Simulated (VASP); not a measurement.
**Al: single point with PBE+D3(BJ)**

Crystal: Al.

```
Al
1.0
     2.79863    0.00000    0.00000
    -1.39931    2.42368    0.00000
     0.00000    0.00000    9.79744
Al
4
Cartesian
  0.0000 0.0000 0.0000
  0.0000 1.6158 2.4494
  0.0000 0.0000 4.8987
  1.3993 0.8079 7.3481
```

This isn't the form of Al at room conditions, which is fcc.

* Program: VASP 6.6.1
* Task: single point
* Functional: PBE
* Dispersion: D3(BJ)
* Potentials or basis: VASP PAW PBE potentials, release 64 (Al)
* Cutoff: 520 eV
* k mesh: 18 × 18 × 6
* Occupations: gaussian, width 0.15 eV
* Spin: no spin polarisation
* Dipole correction: no
* Further INCAR settings: ALGO = Normal; EDIFF = 1e-07; NBANDS = 14

```json
{
 "Pressure": "-3.1 GPa",
 "Band gap on the k mesh": "zero (bands 6 and 7 overlap by 4.45 eV)",
 "Dispersion energy per atom": "-0.334 eV"
}
```

Stress tensor (GPa, compression positive):
```
-1.83  0.00  0.00
 0.00 -1.83  0.00
 0.00  0.00 -5.74
```

Levels at points of the mesh, in eV from the Fermi level:
| k point | band 4 | band 5 | band 6 | band 7 | band 8 | band 9 |
| --- | --- | --- | --- | --- | --- | --- |
| (0.00, 0.00, 0.00) | -5.19 | -4.88 | 2.21 | 2.21 | 11.04 | 11.72 |
| (0.50, 0.00, 0.00) | -3.74 | -3.12 | -3.09 | 0.73 | 0.84 | 1.12 |
| (0.00, 0.00, 0.50) | -7.65 | -1.73 | -1.73 | 6.71 | 6.71 | 12.01 |
| (0.50, 0.00, 0.50) | -4.53 | -1.86 | -1.86 | -1.23 | -1.23 | 3.93 |

It took 42 s on 1 thread of Intel(R) Xeon(R) 6975P-C (Granite Rapids), on a shared host, peak memory 0.26 GiB.

Caveat: the cell stands under tension.
